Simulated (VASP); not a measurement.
# HPt6S12 (a cell with a defect) in VASP: single point with PBE+D3(BJ)

Aim: the single point of HPt6S12 (a cell with a defect) with PBE+D3(BJ).

Everything below comes from runs of VASP 6.6.1. Logs are shortened: lines on timing, memory, paths and dates and some standing lists are left out, and cuts for length are marked.

**1. The cell of the first run**

The cell holds a defect, 19 atoms: a = 6.206 Å, b = 6.206 Å, c = 9.325 Å, α = 90.00°, β = 90.00°, γ = 120.00°.

**2. Single point, PBE+D3(BJ)**

INCAR

```
SYSTEM = HPt6S12
ALGO = Normal
EDIFF = 1E-7
ENCUT = 520
GGA = PE
ISIF = 2
ISMEAR = 0
IVDW = 12
LASPH = .TRUE.
LCHARG = .FALSE.
LREAL = Auto
LWAVE = .FALSE.
NBANDS = 82
NELM = 60
PREC = Accurate
SIGMA = 0.1
```

KPOINTS

```
k-points
0
G
  4 4 3
  0 0 0
```

POSCAR

```
HPt6S12
1.0
    0.0000000000     -6.2064721004      0.0000000000
    5.3749625069      3.1032360502      0.0000000000
    0.0000000000      0.0000000000      9.3245486798
Pt S H
6 12 1
Direct
    0.6598101723      0.3278421008     -0.0069060715
    0.6718260103      0.3401208841      0.5068752561
   -0.0054617603     -0.0070324211     -0.0070319757
    0.0066339294      0.0053055254      0.5069623381
    0.3217521640      0.6549204753     -0.0077064320
    0.3444933725      0.6779621244      0.5076470897
    0.3267990724      0.3277312163      0.1231274606
    0.3394602654      0.3409285177      0.6349439746
    0.6664971694     -0.0003473513      0.1226595559
    0.6794809494      0.0130559050      0.6408585772
   -0.0053583275      0.6602033029      0.1231409733
    0.0074665674      0.6729027403      0.6349352878
    0.6718792811      0.6730409738      0.3767866007
    0.6587320511      0.6600455344      0.8650061549
    0.0002822589      0.3336806532      0.3774509760
   -0.0134908451      0.3197773004      0.8589423762
    0.3396142613      1.0054386413      0.3768639235
    0.3269647511      0.9920778039      0.8650647100
   -0.1661448175      0.1656032017      0.2498362205
```

Potentials or basis: VASP PAW PBE potentials, release 64 (Pt, S, H).

Launch:

```console
$ cat potpaw_PBE.64/Pt/POTCAR potpaw_PBE.64/S/POTCAR potpaw_PBE.64/H/POTCAR > POTCAR
$ mpirun -np 1 vasp_std > vasp.out
```

OUTCAR:

```text
SYSTEM = HPt6S12
   EDIFF = 1E-7
   ENCUT = 520
   GGA = PE
   ISIF = 2
   ISMEAR = 0
   IVDW = 12
   LASPH = .TRUE.
   LREAL = Auto
   NELM = 60
   PREC = Accurate
 IVDW          = 12

 ion  position               nearest neighbor table
   1  0.660  0.328  0.993-  14 2.39   9 2.39  18 2.39   7 2.40  11 2.40  16 2.40
   2  0.672  0.340  0.507-   8 2.39  15 2.39  12 2.39  13 2.40  17 2.40  10 2.40
   3  0.995  0.993  0.993-  18 2.39   9 2.39  14 2.39  11 2.40   7 2.40  16 2.40
   4  0.007  0.005  0.507-  12 2.39  15 2.39   8 2.39  17 2.40  13 2.40  10 2.40
   5  0.322  0.655  0.992-   7 2.38  11 2.38  14 2.39  18 2.39  16 2.42   9 2.46
   6  0.344  0.678  0.508-  17 2.38  13 2.38  12 2.39   8 2.39  10 2.42  15 2.46
   7  0.327  0.328  0.123-   5 2.38   1 2.40   3 2.40
   8  0.339  0.341  0.635-   2 2.39   6 2.39   4 2.39
   9  0.666  1.000  0.123-  19 1.57   3 2.39   1 2.39   5 2.46
  10  0.679  0.013  0.641-   2 2.40   4 2.40   6 2.42  16 2.79
  11  0.995  0.660  0.123-   5 2.38   3 2.40   1 2.40
  12  0.007  0.673  0.635-   4 2.39   6 2.39   2 2.39
  13  0.672  0.673  0.377-   6 2.38   2 2.40   4 2.40
  14  0.659  0.660  0.865-   1 2.39   5 2.39   3 2.39
  15  0.000  0.334  0.377-  19 1.58   4 2.39   2 2.39   6 2.46
  16  0.987  0.320  0.859-   3 2.40   1 2.40   5 2.42  10 2.79
  17  0.340  0.005  0.377-   6 2.38   4 2.40   2 2.40
  18  0.327  0.992  0.865-   3 2.39   5 2.39   1 2.39
  19  0.834  0.166  0.250-   9 1.57  15 1.58

  LATTYP: Found a hexagonal cell.
 ALAT       =     6.2064721004
 C/A-ratio  =     1.5023911377

  Lattice vectors:

 A1 = (   0.0000000000,  -6.2064721004,   0.0000000000)
 A2 = (   5.3749625069,   3.1032360502,   0.0000000000)
 A3 = (   0.0000000000,   0.0000000000,   9.3245486798)

Analysis of symmetry for initial positions (statically):
=====================================================================
 Subroutine PRICEL returns:
 Original cell was already a primitive cell.

 Routine SETGRP: Setting up the symmetry group for a
 hexagonal supercell.

 Subroutine GETGRP returns: Found  1 space group operations
 (whereof  1 operations were pure point group operations)
 out of a pool of 24 trial point group operations.

The static configuration has the point symmetry C_1 .

Analysis of symmetry for dynamics (positions and initial velocities):
=====================================================================
 Subroutine PRICEL returns:
 Original cell was already a primitive cell.

 Routine SETGRP: Setting up the symmetry group for a
 hexagonal supercell.

 Subroutine GETGRP returns: Found  1 space group operations
 (whereof  1 operations were pure point group operations)
 out of a pool of 24 trial point group operations.

The dynamic configuration has the point symmetry C_1 .

 Subroutine INISYM returns: Found  1 space group operations
 (whereof  1 operations are pure point group operations),
 and found     1 'primitive' translations

----------------------------------------------------------------------------------------

                                     Primitive cell

  volume of cell :     311.0628

  direct lattice vectors                    reciprocal lattice vectors
     0.000000000 -6.206472100  0.000000000     0.093023905 -0.161122129  0.000000000
     5.374962507  3.103236050  0.000000000     0.186047809  0.000000000  0.000000000
     0.000000000  0.000000000  9.324548680     0.000000000  0.000000000  0.107243796

  length of vectors
     6.206472100  6.206472100  9.324548680     0.186047809  0.186047809  0.107243796

  position of ions in fractional coordinates (direct lattice)
     0.659810172  0.327842101  0.993093929
     0.671826010  0.340120884  0.506875256
     0.994538240  0.992967579  0.992968024
     0.006633929  0.005305525  0.506962338
     0.321752164  0.654920475  0.992293568
     0.344493372  0.677962124  0.507647090
[... 11 lines left out ...]
     0.326964751  0.992077804  0.865064710
     0.833855183  0.165603202  0.249836221

  ion indices of the primitive-cell ions
   primitive index   ion index
                 1           1
                 2           2
                 3           3
                 4           4
                 5           5
                 6           6
[... 11 lines left out ...]
                18          18
                19          19

----------------------------------------------------------------------------------------

 KPOINTS: k-points

Automatic generation of k-mesh.
 Grid dimensions read from file:
 generate k-points for:    4    4    3

 Generating k-lattice:

  Cartesian coordinates                     Fractional coordinates (reciprocal lattice)
     0.023255976 -0.040280532  0.000000000     0.250000000  0.000000000  0.000000000
     0.046511952  0.000000000  0.000000000     0.000000000  0.250000000  0.000000000
     0.000000000  0.000000000  0.035747932     0.000000000  0.000000000  0.333333333

  Length of vectors
     0.046511952  0.046511952  0.035747932

  Shift w.r.t. Gamma in fractional coordinates (k-lattice)
     0.000000000  0.000000000  0.000000000

 Subroutine IBZKPT returns following result:
 ===========================================

 Found     26 irreducible k-points:

 Following reciprocal coordinates:
            Coordinates               Weight
  0.000000  0.000000  0.000000      1.000000
  0.250000  0.000000  0.000000      2.000000
  0.000000  0.250000  0.000000      2.000000
 -0.250000  0.250000  0.000000      2.000000
  0.500000  0.000000  0.000000      1.000000
  0.000000  0.500000  0.000000      1.000000
[... 16 lines left out ...]
  0.500000  0.250000  0.333333      2.000000
 -0.250000 -0.250000  0.333333      2.000000
 [... further k-points ...]
   k-points           NKPTS =     26   k-points in BZ     NKDIM =     26   number of bands    NBANDS=     82
   number of dos      NEDOS =    301   number of ions     NIONS =     19
   total plane-waves  NPLWV = 161280
   dimension x,y,z NGX =    48 NGY =   48 NGZ =   70
   dimension x,y,z NGXF=    96 NGYF=   96 NGZF=  140
   ions per type =               6  12   1
   NGX,Y,Z   is equivalent  to a cutoff of  12.86, 12.86, 12.48 a.u.
   NGXF,Y,Z  is equivalent  to a cutoff of  25.71, 25.71, 24.96 a.u.
 SYSTEM =  HPt6S12
   PREC   = accura    normal or accurate (medium, high low for compatibility)
   ISTART =      0    job   : 0-new  1-cont  2-samecut
   ICHARG =      2    charge: 1-file 2-atom 10-const
   ISPIN  =      1    spin polarized calculation?
   LNONCOLLINEAR =      F non collinear calculations
   LSORBIT =      F    spin-orbit coupling
   LASPH  =      T    aspherical Exc in radial PAW
   ENCUT  =  520.0 eV  38.22 Ry    6.18 a.u.  11.54 11.54 17.34*2*pi/ulx,y,z
   NELM   =     60;   NELMIN=  2; NELMDL= -5     # of ELM steps
   EDIFF  = 0.1E-06   stopping-criterion for ELM
   LREAL  =      T    real-space projection
   EDIFFG = 0.1E-05   stopping-criterion for IOM
   NSW    =      0    number of steps for IOM
   IBRION =     -1    ionic relax: 0-MD 1-quasi-New 2-CG
   NFREE  =      0    steps in history (QN), initial steepest desc. (CG)
   ISIF   =      2    stress and relaxation
   ISYM   =      2    0-nonsym 1-usesym 2-fastsym
   POTIM  = 0.5000    time-step for ionic-motion
   TEBEG  =    0.0;   TEEND  =   0.0 temperature during run
   PSTRESS=    0.0 pullay stress
   NELECT =     133.0000    total number of electrons
   NUPDOWN=      -1.0000    fix difference up-down
   EMIN   =  10.00;   EMAX   =-10.00  energy-range for DOS
   EFERMI =   0.00;   METHOD = LEGACY
   ISMEAR =     0;   SIGMA  =   0.10  broadening in eV -4-tet -1-fermi 0-gaus
   EFERMI_NEDOS =   21; number of points for ismear=-14 and -15
   IALGO  =     38    algorithm
   IMIX   =      4    mixing-type and parameters
     AMIX     =   0.40;   BMIX     =  1.00
     AMIX_MAG =   1.60;   BMIX_MAG =  1.00
  volume/ion in A,a.u.               =      16.37       110.48
  Fermi-wavevector in a.u.,A,eV,Ry     =   1.233321  2.330638 20.695549  1.521080
  Thomas-Fermi vector in A             =   2.368056
   LORBIT       =      0    0 simple, 1 ext, 2 COOP (PROOUT), +10 PAW based schemes
   GGA     = PE    functional components
   LHFCALC =     F    Hartree Fock is set to
   AEXX    =    0.0000 exact exchange contribution
   IVDW    =    12    specifies the selected vdW correction
   LEPSILON=     F    determine dielectric tensor
   LRPA    =     F    only Hartree local field effects (RPA)
 non-spin polarized calculation
 Gauss-broadening in eV      SIGMA  =   0.10
  energy-cutoff  :      520.00
  volume of cell :      311.06
 maximum number of plane-waves:      8411
 NGX is ok and might be reduce to    48
   NGX = 23   NGY = 23   NGZ = 35

 number of electron     133.0000008 magnetization

 Free energy of the ion-electron system (eV)
  ---------------------------------------------------
  ext. energy  EPLUGINS =         0.00000000
  ---------------------------------------------------
  free energy    TOTEN  =       -94.24025546 eV

  energy without entropy =      -94.21511829  energy(sigma->0) =      -94.22768688

 E-fermi :   8.1397     XC(G=0): -11.0869

 val. band max:        8.1386471377   @ k =  -0.2500  -0.0000   0.3333
 cond. band min:       8.1544041513   @ k =   0.5000   0.0000   0.0000
 fundamental gap:      0.0157570136
 Fermi energy:         8.1396863807

 k-point     1 :       0.0000    0.0000    0.0000
  band No.  band energies     occupation
      1      -8.0777      2.00000
      2      -7.1408      2.00000
      3      -6.5907      2.00000
      4      -5.8670      2.00000
      5      -5.8170      2.00000
      6      -5.7166      2.00000
[... 70 lines left out ...]
     77      10.2576      0.00000
     78      10.3061      0.00000

 k-point     2 :       0.2500    0.0000    0.0000
  band No.  band energies     occupation
      1      -7.8386      2.00000
      2      -6.9158      2.00000
      3      -6.6155      2.00000
      4      -6.1644      2.00000
      5      -5.9445      2.00000
      6      -5.8964      2.00000
[... 70 lines left out ...]
     77       9.7506      0.00000
     78      10.0064      0.00000
[... 1699 lines left out ...]
     77      10.0392      0.00000
     78      10.1054      0.00000

 k-point    24 :      -0.2500   -0.2500    0.3333
  band No.  band energies     occupation
      1      -7.3365      2.00000
      2      -6.9526      2.00000
      3      -6.5652      2.00000
      4      -6.3961      2.00000
      5      -6.3465      2.00000
      6      -6.1625      2.00000
[... 70 lines left out ...]
     77       9.9046      0.00000
     78      10.0474      0.00000

 [... further k-points ...]

 [bands above 78 left out]

------------------------ aborting loop because EDIFF is reached ----------------------------------------

 Edisp (eV)   -8.29614

 E8    (eV) :    -3.3128

  FORCE on cell =-STRESS in cart. coord.  units (eV):
  Direction    XX          YY          ZZ          XY          YZ          ZX
  --------------------------------------------------------------------------------------
  -------------------------------------------------------------------------------------
  Total       3.65195     1.35222     1.30375    -1.99032    -0.90892     1.57718
  in kB      18.80994     6.96483     6.71516   -10.25146    -4.68151     8.12350
  external pressure =       10.83 kB  Pullay stress =        0.00 kB

 VOLUME and BASIS-vectors are now :
 -----------------------------------------------------------------------------
  energy-cutoff  :      520.00
  volume of cell :      311.06
      direct lattice vectors                 reciprocal lattice vectors
     0.000000000 -6.206472100  0.000000000     0.093023905 -0.161122129  0.000000000
     5.374962507  3.103236050  0.000000000     0.186047809  0.000000000  0.000000000
     0.000000000  0.000000000  9.324548680     0.000000000  0.000000000  0.107243796

 POSITION                                       TOTAL-FORCE (eV/Angst)
 -----------------------------------------------------------------------------------
      1.76214     -3.07772      9.26015        -0.009968     -0.001777     -0.013012
      1.82814     -3.11419      4.72638         0.001733     -0.007667      0.013513
      5.33716     -3.09116      9.25898        -0.003708      0.004053     -0.008393
      0.02852     -0.02471      4.72720         0.007093      0.002822      0.010624
      3.52017      0.03543      9.25269        -0.014407      0.013143     -0.023635
      3.64402     -0.03421      4.73358         0.017588     -0.012424      0.022876
[... 11 lines left out ...]
      5.33238      1.04935      8.06634         0.002675      0.000880      0.039299
      0.89011     -4.66139      2.32961         0.008879      0.011790      0.000632
 -----------------------------------------------------------------------------------
    total drift:                               -0.000229      0.000611      0.000002

  FREE ENERGIE OF THE ION-ELECTRON SYSTEM (eV)
  ---------------------------------------------------
  free  energy   TOTEN  =      -102.5363929876 eV

  energy  without entropy=     -102.5112558152  energy(sigma->0) =     -102.52382440
```

Run time: 12 min. Hardware: 1 thread of Intel Xeon 6975P-C (Granite Rapids), shared host; peak memory 0.66 GiB.

What came out:

* Free energy: -102.5364 eV
* Pressure: 1.1 GPa
* Largest force: 0.045 eV/Å
* Band gap on the k mesh: zero (an odd number of electrons rules out a gap without spin polarisation)
* Dispersion energy per atom: -0.437 eV

Forces on the atoms (eV/Å):
```
Pt  -0.010 -0.002 -0.013
Pt   0.002 -0.008  0.014
Pt  -0.004  0.004 -0.008
Pt   0.007  0.003  0.011
Pt  -0.014  0.013 -0.024
Pt   0.018 -0.012  0.023
S    0.001 -0.006 -0.043
S    0.000 -0.002 -0.039
S    0.012 -0.006 -0.024
S    0.009 -0.011 -0.026
S    0.001  0.004 -0.043
S   -0.001 -0.001 -0.039
S   -0.005 -0.001  0.045
S    0.002 -0.005  0.042
S   -0.017  0.008  0.016
S   -0.002  0.003  0.032
S   -0.009  0.005  0.038
S    0.003  0.001  0.039
H    0.009  0.012  0.001
```

Stress tensor (GPa, compression positive):
```
 1.88 -1.03  0.81
-1.03  0.70 -0.47
 0.81 -0.47  0.67
```

Caveat: spin-orbit coupling is left out, which moves the levels of the heavy elements.
